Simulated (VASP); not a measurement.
Here is a VASP 6.6.1 calculation.

File INCAR:

```
SYSTEM = Si
PREC = Accurate ; ENCUT = 520
EDIFF = 1E-6 ; ISMEAR = -1
SIGMA = 0.02 ; LREAL = Auto
LASPH = .TRUE. ; NELM = 60
ALGO = Normal ; ISIF = 2
LWAVE = .FALSE. ; LCHARG = .FALSE.
GGA = PS ; NBANDS = 163
```

The input KPOINTS:

```
Automatic mesh
0
G
  1 1 1
  0 0 0
```

The input POSCAR:

```
Si
1.0
   10.8600000000      0.0000000000      0.0000000000
    0.0000000000     10.8600000000      0.0000000000
    0.0000000000      0.0000000000     10.8600000000
Si
63
Direct
    0.4923824125     -0.0076041436      0.0026407919
    0.6223358195      0.1222824125      0.1249000921
    0.7490694291      0.2492201657     -0.0010683241
    0.8771561694      0.3770875691      0.1227930939
    0.7506600368      0.0011174954      0.2513013812
    0.8766790055      0.1274507366      0.3743615101
   -0.0009709024     -0.0003528545      0.0000197053
    0.1250041436      0.1242364641      0.1252205341
    0.2496485267      0.2490967772      0.0002533149
    0.3745612339      0.3742874770      0.1248278085
    0.4994259669      0.4991937385      0.0001562615
    0.6242678637      0.6249573665      0.1252679558
    0.7491487109      0.7496279006      0.0003160221
    0.8745154696      0.8744530387      0.1247325046
    0.2508676796      0.0015664825      0.2521794659
    0.3765805709      0.1264197053      0.3768275322
    0.5012817680      0.2504697053      0.2513748619
    0.6274243094      0.3768677716      0.3743464088
    0.7530203499      0.5023706262      0.2482654696
    0.8849927256      0.6290623389      0.3644547882
    0.4989451197     -0.0010792818      0.5033857274
    0.6249848987      0.1249978821      0.6254384899
    0.7500732044      0.2501505525      0.4996380295
    0.8762243094      0.3763078269      0.6217837937
    0.7480256906     -0.0010345304      0.7506352670
    0.8745815838      0.1251697974      0.8733882136
    0.0049547882      0.5048157459      0.0003961326
    0.2149564457      0.7159147330      0.0456604972
    0.3634014733      0.8634045120      0.1300586556
    0.0022586556      0.2527967772      0.2482637201
    0.1288728361      0.3846290976      0.3647581952
    0.2512148250      0.5170415285      0.2323209024
    0.3752042357      0.6258886740      0.3742516575
    0.5015008287      0.7507849908      0.2521262431
    0.6263547882      0.8765553407      0.3767348987
   -0.0018546041     -0.0003331492      0.5005816759
    0.1248628913      0.1235697974      0.6259796501
    0.2492755985      0.2531543278      0.4973003683
    0.3741302947      0.3743243094      0.6260727440
    0.4995996317      0.4982702578      0.5006434622
    0.6235035912      0.6250002762      0.6260859116
    0.7532242173      0.7492749540      0.4971298343
    0.8742317680      0.8741093002      0.6259688766
    0.2473442910     -0.0068224678      0.7567677716
    0.3734489871      0.1220459484      0.8763078269
    0.4990078269      0.2480141805      0.7506386740
    0.6249561694      0.3748353591      0.8733968692
    0.7506302947      0.4993824125      0.7485334254
    0.8749863720      0.6249396869      0.8756628913
    0.0180930939      0.7510358195      0.2315318600
    0.1257837017      0.8753398711      0.3743078269
    0.0023949355      0.5025247698      0.4957191529
    0.1250122468      0.6250074586      0.6253045120
    0.2496021179      0.7496683241      0.4999156538
    0.3726896869      0.8725965009      0.6283029466
   -0.0007220994      0.2505266114      0.7484186924
    0.1247657459      0.3748025783      0.8755260589
    0.2494180479      0.5004607735      0.7515862799
    0.3607627072      0.6242916206      0.8899250460
    0.4929690608      0.7472199816      0.7570306630
    0.6219805709      0.8733958564      0.8763317680
    0.0003920810      0.7494593923      0.7514788214
    0.1240662983      0.8614456722      0.8893104972
```

Potentials or basis: VASP PAW PBE potentials, release 64 (Si).

Launch:

```bash
$ cat potpaw_PBE.64/Si/POTCAR > POTCAR
$ mpirun -np 1 vasp_gam > vasp.out
```

(1) Predict the largest force.

(2) Estimate the pressure.

Results:

(1) 0.160 eV/Å.

(2) -0.5 GPa.

Caveat: the k points lie up to 0.58 Å⁻¹ apart; the PAW data sets were made with another functional, which shifts forces and pressure a little.
